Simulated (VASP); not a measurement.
# Ta2N (P-3m1) in VASP: notebook, part 2 of 2

VASP 6.6.1. Earlier steps stand in the parts before.

## 3. Single point, PBE (14.44 Å³/atom)

This run uses another cell than the first one, of 14.44 Å³/atom.

INCAR reads:

```
SYSTEM = Ta2N
  PREC = Accurate
  ENCUT = 520
  EDIFF = 1E-6
  ISMEAR = -1
  SIGMA = 0.05
  LREAL = .FALSE.
  LASPH = .TRUE.
  NELM = 60
  ALGO = Normal
  ISIF = 2
  LWAVE = .FALSE.
  LCHARG = .FALSE.
  GGA = PE
  NBANDS = 20
```

KPOINTS reads:

```
Automatic mesh
0
G
  10 10 6
  0 0 0
```

POSCAR reads:

```
Ta2N
1.0
    3.1739135059      0.0000000000      0.0000000000
   -1.5869567530      2.7486897255      0.0000000000
    0.0000000000      0.0000000000      4.9653523268
Ta N
2 1
Direct
    0.3333333333      0.6666666667      0.2547110000
    0.6666666667      0.3333333333      0.7452890000
    0.0000000000      0.0000000000      0.0000000000
```

Potentials or basis: VASP PAW PBE potentials, release 64 (Ta_pv, N).

Launch:

```console
$ cat potpaw_PBE.64/Ta_pv/POTCAR potpaw_PBE.64/N/POTCAR > POTCAR
$ mpirun -np 1 vasp_std > vasp.out
```

OUTCAR:

```text
SYSTEM = Ta2N
   PREC = Accurate
   ENCUT = 520
   EDIFF = 1E-6
   ISMEAR = -1
   LREAL = .FALSE.
   LASPH = .TRUE.
   NELM = 60
   ISIF = 2
   GGA = PE

 ion  position               nearest neighbor table
   1  0.333  0.667  0.255-   3 2.23   3 2.23   3 2.23   2 3.05   2 3.05   2 3.05   2 3.12   2 3.12
                             2 3.12
   2  0.667  0.333  0.745-   3 2.23   3 2.23   3 2.23   1 3.05   1 3.05   1 3.05   1 3.12   1 3.12
                             1 3.12
   3  0.000  0.000  0.000-   1 2.23   2 2.23   2 2.23   1 2.23   2 2.23   1 2.23

  LATTYP: Found a hexagonal cell.
 ALAT       =     3.1739135059
 C/A-ratio  =     1.5644258476

  Lattice vectors:

 A1 = (   3.1739135059,   0.0000000000,   0.0000000000)
 A2 = (  -1.5869567530,   2.7486897255,   0.0000000000)
 A3 = (   0.0000000000,   0.0000000000,   4.9653523268)

Analysis of symmetry for initial positions (statically):
=====================================================================
 Subroutine PRICEL returns:
 Original cell was already a primitive cell.

 Routine SETGRP: Setting up the symmetry group for a
 hexagonal supercell.

 Subroutine GETGRP returns: Found 12 space group operations
[... 165 lines left out ...]

 E-fermi :   6.9302     XC(G=0): -12.5415

 val. band max:        6.9287324588   @ k =   0.0000   0.3000   0.3333
 cond. band min:       6.9513998325   @ k =   0.0000   0.3000   0.1667
 fundamental gap:      0.0226673737
 Fermi energy:         6.9302168462

 k-point     1 :       0.0000    0.0000    0.0000
  band No.  band energies     occupation
      1     -28.7662      2.00000
      2     -28.2071      2.00000
      3     -28.2071      2.00000
      4     -28.1030      2.00000
      5     -28.1030      2.00000
      6     -27.9945      2.00000
[... 541 lines left out ...]
     19      11.0626      0.00000
     20      11.8634      0.00000

 [... further k-points ...]

------------------------ aborting loop because EDIFF is reached ----------------------------------------

  FORCE on cell =-STRESS in cart. coord.  units (eV):
  Direction    XX          YY          ZZ          XY          YZ          ZX
  --------------------------------------------------------------------------------------
  -------------------------------------------------------------------------------------
  Total       -4.1552468     -4.1552468     -3.9545104      0.0000000      0.0000000     -0.0000000
  in kB     -153.6867877   -153.6867877   -146.2623113      0.0000000      0.0000000     -0.0000000
  external PRESSURE =    -151.2119622 kB  Pullay stress =       0.0000000 kB

 VOLUME and BASIS-vectors are now :
 -----------------------------------------------------------------------------
  energy-cutoff  :      520.00
  volume of cell :       43.32
      direct lattice vectors                 reciprocal lattice vectors
     3.173913506  0.000000000  0.000000000     0.315068447  0.181904853  0.000000000
    -1.586956753  2.748689725  0.000000000     0.000000000  0.363809706  0.000000000
     0.000000000  0.000000000  4.965352327     0.000000000  0.000000000  0.201395578

 POSITION                                       TOTAL-FORCE (eV/Angst)
 -----------------------------------------------------------------------------------
     -0.00000      1.83246      1.26473         0.000000      0.000000     -0.269767
      1.58696      0.91623      3.70062        -0.000000      0.000000      0.269767
      0.00000      0.00000      0.00000         0.000000      0.000000      0.000000
 -----------------------------------------------------------------------------------
    total drift:                               -0.000000      0.000000      0.000000

  FREE ENERGIE OF THE ION-ELECTRON SYSTEM (eV)
  ---------------------------------------------------
  free  energy   TOTEN  =       -34.2572045751 eV

  energy  without entropy=      -34.2428554862  energy(sigma->0) =      -34.25003003
```

OSZICAR:

```text
N       E                     dE             d eps       ncg     rms          rms(c)
DAV:   1     0.211275138426E+03    0.21128E+03   -0.14947E+04  2880   0.137E+03
DAV:   2    -0.282777100061E+02   -0.23955E+03   -0.23319E+03  3344   0.393E+02
DAV:   3    -0.375089628314E+02   -0.92313E+01   -0.90817E+01  3556   0.691E+01
DAV:   4    -0.376426328858E+02   -0.13367E+00   -0.13276E+00  3656   0.797E+00
DAV:   5    -0.376441276460E+02   -0.14948E-02   -0.14934E-02  3632   0.682E-01    0.235E+01
DAV:   6    -0.346858407638E+02    0.29583E+01   -0.17544E+01  3808   0.252E+01    0.109E+01
DAV:   7    -0.343229266244E+02    0.36291E+00   -0.18532E+00  3276   0.835E+00    0.606E+00
DAV:   8    -0.342624194710E+02    0.60507E-01   -0.35404E-01  3340   0.438E+00    0.460E-01
DAV:   9    -0.342576600390E+02    0.47594E-02   -0.33448E-02  3588   0.108E+00    0.264E-01
DAV:  10    -0.342573593818E+02    0.30066E-03   -0.56517E-03  3644   0.568E-01    0.824E-02
DAV:  11    -0.342572347580E+02    0.12462E-03   -0.14574E-03  3412   0.220E-01    0.416E-02
DAV:  12    -0.342572044619E+02    0.30296E-04   -0.17113E-04  3356   0.835E-02    0.696E-03
DAV:  13    -0.342572053185E+02   -0.85663E-06   -0.15779E-05  3536   0.245E-02    0.459E-03
DAV:  14    -0.342572045751E+02    0.74340E-06   -0.21989E-06  2500   0.102E-02
   1 F= -.34257205E+02 E0= -.34250030E+02  d E =-.143491E-01
```

Wall time 49 s (1 thread of Intel Xeon 8259CL, shared host); peak memory 0.2 GiB.

Results:

* Free energy: -34.2572 eV
* Pressure: -15.1 GPa
* Largest force: 0.270 eV/Å
* Band gap on the k mesh: zero (an odd number of electrons rules out a gap without spin polarisation)

Forces in eV/Å, atoms in the order of the input:
```
Ta   0.000  0.000 -0.270
Ta   0.000  0.000  0.270
N    0.000  0.000  0.000
```

Levels at points of the mesh, in eV from the Fermi level:
| k point | band 11 | band 12 | band 13 | band 14 | band 15 | band 16 | band 17 | band 18 |
| --- | --- | --- | --- | --- | --- | --- | --- | --- |
| (0.00, 0.00, 0.00) | -4.97 | -0.60 | -0.22 | -0.22 | 0.26 | 0.26 | 0.27 | 1.07 |
| (0.50, 0.00, 0.00) | -4.22 | -2.54 | -1.41 | 1.62 | 1.72 | 3.39 | 3.64 | 3.81 |
| (0.00, 0.00, 0.50) | -2.72 | -2.61 | -1.03 | -1.03 | 1.58 | 1.65 | 2.10 | 2.10 |
| (0.50, 0.00, 0.50) | -3.09 | -2.13 | -2.09 | -0.25 | 0.66 | 2.99 | 3.23 | 3.64 |

Caveat: the cell stands under tension; spin-orbit coupling is left out, which moves the levels of the heavy elements.
